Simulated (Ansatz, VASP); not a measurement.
# One calculation of SiW6, two programs

```
CELL_PARAMETERS angstrom
4.46825 0.00000 0.00000
-2.23413 3.86962 0.00000
0.00000 0.00000 21.72591
ATOMIC_POSITIONS crystal
W 0.66667 0.33333 0.18411
W 0.33333 0.66667 0.22609
W 0.00000 0.00000 0.26807
W 0.66667 0.33333 0.30709
W 0.33333 0.66667 0.34670
W 0.00000 0.00000 0.38322
Si 0.44444 0.11111 0.51210
```

Alike in both runs: task single point; functional PBE; dispersion D3(BJ); k mesh 6 × 6 × 1; occupations gaussian, width 0.1 eV; no spin polarisation.

```csv
,VASP,Ansatz
version,VASP 6.6.1,Ansatz 0.2.0
potentials or method,"VASP PAW PBE potentials, release 64 (W_sv, Si), cutoff 520 eV","scalar-relativistic, plane waves, PAW"
valence electrons in the cell,88,88
```

```tsv
	VASP	Ansatz	Ansatz less VASP
gap on the k mesh at the Fermi level (eV)	none	none	-
rms of the force components (eV/Å)	0.854	0.844	-0.0095
```

Atom by atom the forces differ by 0.021 eV/Å (rms over components). A gap of «none» marks a metal or a gap that the smearing closes. Ansatz's warnings: dispersion switch in reach, vacuum below fermi.

Neither program's run includes spin-orbit coupling.
